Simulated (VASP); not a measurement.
Write the native input for VASP 6.6.1 that does the following.

```yaml
Task: single point
Functional: BLYP
Potentials_or_basis: VASP PAW PBE potentials, release 64 (Al, P)
Cutoff: 500 eV
k_mesh: 6 × 6 × 6
Occupations: gaussian, width 0.01 eV
Spin: no spin polarisation
Dipole_correction: no
Further_INCAR_settings: ALGO = Normal; EDIFF = 1e-06; NBANDS = 11
```

The structure of AlP lies in POSCAR:

```
AlP
1.0
    3.8544390000      0.0000000000      0.0000000000
    1.9272195000      3.3380420913      0.0000000000
    1.9272195000      1.1126806971      3.1471362649
Al P
1 1
Direct
    0.0000000000      0.0000000000      0.0000000000
    0.2500000000      0.2500000000      0.2500000000
```

The input as run:

INCAR

```
AGGAC = 1.0
AGGAX = 1.0
ALDAC = 0.0
ALDAX = 1.0
ALGO = Normal
EDIFF = 1E-6
ENCUT = 500
GGA = B5
GGA_COMPAT = False
ISIF = 2
ISMEAR = 0
LASPH = True
LCHARG = False
LREAL = False
LWAVE = False
NBANDS = 11
NELM = 120
PREC = Accurate
SIGMA = 0.01
```

KPOINTS

```
k-points
0
Gamma
  6 6 6
```

Potentials or basis: VASP PAW PBE potentials, release 64 (Al, P).

Launch:

```console
$ cat potpaw_PBE.64/Al/POTCAR potpaw_PBE.64/P/POTCAR > POTCAR
$ mpirun -np 1 vasp_std > vasp.out
```

Results of the run:

```yaml
Pressure: 5.3 GPa
Band_gap_on_the_k_mesh: 1.83 eV, indirect (least direct gap 3.44 eV)
```

Caveat: the PAW data sets were made with another functional, which shifts forces and pressure a little.

Wall time 14 s on 1 thread of Intel(R) Xeon(R) Platinum 8259CL CPU @ 2.50GHz (Skylake/Cascade Lake), with other jobs on the host, peak memory 0.15 GiB.
